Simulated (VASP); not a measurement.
# BiTe (R-3m) in VASP: notebook, part 2 of 2

VASP 6.6.1. Earlier steps stand in the parts before.

## (4) Single point, r2SCAN (31.20 Å³/atom)

This run uses another cell than the first one, of 31.20 Å³/atom.

POSCAR reads:

```
BiTe
1.0
    2.3940893919      1.3822281549      3.1428978746
   -2.3940893919      1.3822281549      3.1428978746
    0.0000000000     -2.7644563098      3.1428978746
Bi Te
1 1
Direct
    0.5000000000      0.5000000000      0.5000000000
    0.0000000000      0.0000000000      0.0000000000
```

INCAR.step1 reads:

```
  PREC = Accurate
  ENCUT = 520
  ISMEAR = 0
  SIGMA = 0.1
  LREAL = False
  LASPH = True
  NELM = 60
  NBANDS = 18
  GGA = PE
  ALGO = Normal
  EDIFF = 1E-4
  LWAVE = True
  LCHARG = False
```

INCAR.step2 reads:

```
  PREC = Accurate
  ENCUT = 520
  EDIFF = 1E-6
  ISMEAR = 0
  SIGMA = 0.1
  LREAL = False
  LASPH = True
  NELM = 60
  ALGO = Normal
  ISIF = 2
  LWAVE = False
  LCHARG = False
  METAGGA = R2SCAN
  LMIXTAU = True
  NBANDS = 18
  ISTART = 1
```

KPOINTS reads:

```
regular mesh
0
Gamma
  12 12 12
```

Potentials or basis: VASP PAW PBE potentials, release 64 (Bi_d, Te).

Launch:

```console
$ cat potpaw_PBE.64/Bi_d/POTCAR potpaw_PBE.64/Te/POTCAR > POTCAR
$ cp INCAR.step1 INCAR
$ mpirun -np 1 vasp_std > vasp.out
$ cp INCAR.step2 INCAR
$ mpirun -np 1 vasp_std > vasp.out
```

OUTCAR:

```text
PREC = Accurate
   ENCUT = 520
   EDIFF = 1E-6
   ISMEAR = 0
   LREAL = False
   LASPH = True
   NELM = 60
   ISIF = 2
   METAGGA = R2SCAN
   ISTART = 1

 ion  position               nearest neighbor table
   1  0.500  0.500  0.500-   2 3.18   2 3.18   2 3.18   2 3.18   2 3.18   2 3.18
   2  0.000  0.000  0.000-   1 3.18   1 3.18   1 3.18   1 3.18   1 3.18   1 3.18

  LATTYP: Found a trigonal (rhomboedric) cell.
 ALAT       =     4.1856929819
 COS(alpha) =     0.3457014160

  Lattice vectors:

 A1 = (   2.3940893919,   1.3822281549,   3.1428978746)
 A2 = (  -2.3940893919,   1.3822281549,   3.1428978746)
 A3 = (   0.0000000000,  -2.7644563098,   3.1428978746)

Analysis of symmetry for initial positions (statically):
=====================================================================
 Subroutine PRICEL returns:
 Original cell was already a primitive cell.

 Routine SETGRP: Setting up the symmetry group for a
 trigonal (rhombohedral) supercell.

 Subroutine GETGRP returns: Found 12 space group operations
 (whereof 12 operations were pure point group operations)
[... 157 lines left out ...]
  ---------------------------------------------------
  ext. energy  EPLUGINS =         0.00000000
  ---------------------------------------------------
  free energy    TOTEN  =       -84.00141383 eV

  energy without entropy =      -83.99634900  energy(sigma->0) =      -83.99888142

 E-fermi :   7.5766     XC(G=0): -10.4243

 val. band max:        7.5732169398   @ k =  -0.4167   0.5000   0.4167
 cond. band min:       7.5771079442   @ k =   0.2500   0.1667   0.1667
 fundamental gap:      0.0038910044
 Fermi energy:         7.5765601691

 k-point     1 :       0.0000    0.0000    0.0000
  band No.  band energies     occupation
      1     -16.4589      2.00000
      2     -16.4589      2.00000
      3     -16.4432      2.00000
      4     -16.4432      2.00000
      5     -16.4155      2.00000
      6      -7.0659      2.00000
[... 481 lines left out ...]
      5     -16.4111      2.00000
      6      -4.8492      2.00000
[... 10 lines left out ...]
     17      17.2402      0.00000
     18      18.4012      0.00000

 [... further k-points ...]
[... 5 lines left out ...]
  --------------------------------------------------------------------------------------
  -------------------------------------------------------------------------------------
  Total        1.2396401      1.2396401      1.2409254      0.0000000     -0.0000000      0.0000000
  in kB       31.8276508     31.8276508     31.8606510      0.0000000     -0.0000000      0.0000000
  external PRESSURE =      31.8386509 kB  Pullay stress =       0.0000000 kB

 VOLUME and BASIS-vectors are now :
 -----------------------------------------------------------------------------
  energy-cutoff  :      520.00
  volume of cell :       62.40
      direct lattice vectors                 reciprocal lattice vectors
     2.394089392  1.382228155  3.142897875     0.208847674  0.120578261  0.106059232
    -2.394089392  1.382228155  3.142897875    -0.208847674  0.120578261  0.106059232
     0.000000000 -2.764456310  3.142897875     0.000000000 -0.241156521  0.106059232

 POSITION                                       TOTAL-FORCE (eV/Angst)
 -----------------------------------------------------------------------------------
      0.00000      0.00000      4.71435        -0.000000     -0.000000     -0.000000
      0.00000      0.00000      0.00000         0.000000      0.000000      0.000000
 -----------------------------------------------------------------------------------
    total drift:                               -0.000000      0.000000     -0.000000

  FREE ENERGIE OF THE ION-ELECTRON SYSTEM (eV)
  ---------------------------------------------------
  free  energy   TOTEN  =       -84.0014138270 eV

  energy  without entropy=      -83.9963490031  energy(sigma->0) =      -83.99888142
```

OSZICAR.step1:

```text
N       E                     dE             d eps       ncg     rms          rms(c)
DAV:   1     0.160929164507E+03    0.16093E+03   -0.10043E+04  6830   0.115E+03
DAV:   2     0.512440598917E+01   -0.15580E+03   -0.15167E+03  7156   0.314E+02
DAV:   3    -0.682752163404E+01   -0.11952E+02   -0.11826E+02  8404   0.895E+01
DAV:   4    -0.715168271723E+01   -0.32416E+00   -0.32379E+00  8582   0.157E+01
DAV:   5    -0.716341612516E+01   -0.11733E-01   -0.11733E-01  9160   0.283E+00    0.645E+00
DAV:   6    -0.712810713671E+01    0.35309E-01   -0.10979E-01  9760   0.206E+00    0.402E+00
DAV:   7    -0.713133413236E+01   -0.32270E-02   -0.35905E-02  8546   0.977E-01    0.563E-01
DAV:   8    -0.713080451738E+01    0.52961E-03   -0.62962E-03  8562   0.539E-01    0.162E-01
DAV:   9    -0.713092621253E+01   -0.12170E-03   -0.52413E-04  7830   0.141E-01    0.469E-02
DAV:  10    -0.713092537406E+01    0.83847E-06   -0.17878E-05  4026   0.283E-02
   1 F= -.71309254E+01 E0= -.71281291E+01  d E =-.559263E-02
```

It took 8.8 min on 1 thread of AMD EPYC 7R13 (Zen 3), shared host; peak memory 0.31 GiB.

What came out:

```yaml
Free_energy: -84.0014 eV
Pressure: 3.2 GPa
Band_gap_on_the_k_mesh: zero (an odd number of electrons rules out a gap without spin polarisation)
```

Caveat: the cell stands under pressure; the PAW data sets were made with another functional, which shifts forces and pressure a little; spin-orbit coupling is left out, which moves the levels of the heavy elements; an odd number of electrons without spin polarisation forces a metal; a magnetic or distorted state may lie lower.

## (5) Summary

| cell | gap on the mesh (eV) | pressure (GPa) |
| --- | --- | --- |
| a = 4.047 Å, angles 72.2°, 2 atoms | none | 7.4 |
| a = 4.117 Å, angles 71.0°, 2 atoms | none | 5.1 |
| a = 4.186 Å, angles 69.8°, 2 atoms | none | 3.2 |

Alike in all rows: task single point; level r2SCAN; potentials or basis VASP PAW PBE potentials, release 64 (Bi_d, Te); no spin polarisation; k mesh 12 × 12 × 12; cutoff (eV) 520; smearing gaussian 0.1 eV.

Caveats: the cell stands under pressure; the PAW data sets were made with another functional, which shifts forces and pressure a little; spin-orbit coupling is left out, which moves the levels of the heavy elements; an odd number of electrons without spin polarisation forces a metal; a magnetic or distorted state may lie lower.

Total energies depend on the potentials used, so only differences within one code and one set of settings carry meaning.

The gap in the log of VASP goes by the Fermi energy; the results here count the filled bands.